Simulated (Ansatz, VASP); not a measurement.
**PbS: VASP beside Ansatz**

```
Pb S
1.0
     0.00000    2.98723    2.98723
     2.98723    0.00000    2.98723
     2.98723    2.98723    0.00000
Pb S
1 1
Cartesian
  0.0000 0.0000 0.0000
  2.9872 2.9872 2.9872
```

Alike in both runs: task single point; functional PBE-based screened hybrid; k mesh 4 × 4 × 4; no spin polarisation.

|  | VASP | Ansatz |
| --- | --- | --- |
| version | VASP 6.6.1 | Ansatz 0.2.0 |
| potentials or method | VASP PAW PBE potentials, release 64 (Pb_d, S) | plane waves |
| plane-wave cutoff (eV) | 520 | 420 |
| occupations | gaussian, width 0.01 eV | fixed |
| valence electrons in the cell | 20 | 20 |

|  | VASP | Ansatz | Ansatz less VASP |
| --- | --- | --- | --- |
| gap on the k mesh at the Fermi level (eV) | 1.97 | 1.95 | -0.012 |
| pressure (GPa) | -1.9 | -1.8 | +0.14 |

VASP's potentials were made for PBE, not for PBE-based screened hybrid. Ansatz's warnings: stress exchange threshold loose, stress scf threshold loose.

The k mesh is coarse, so the values compare programs but aren't converged. Spin-orbit coupling is off throughout.
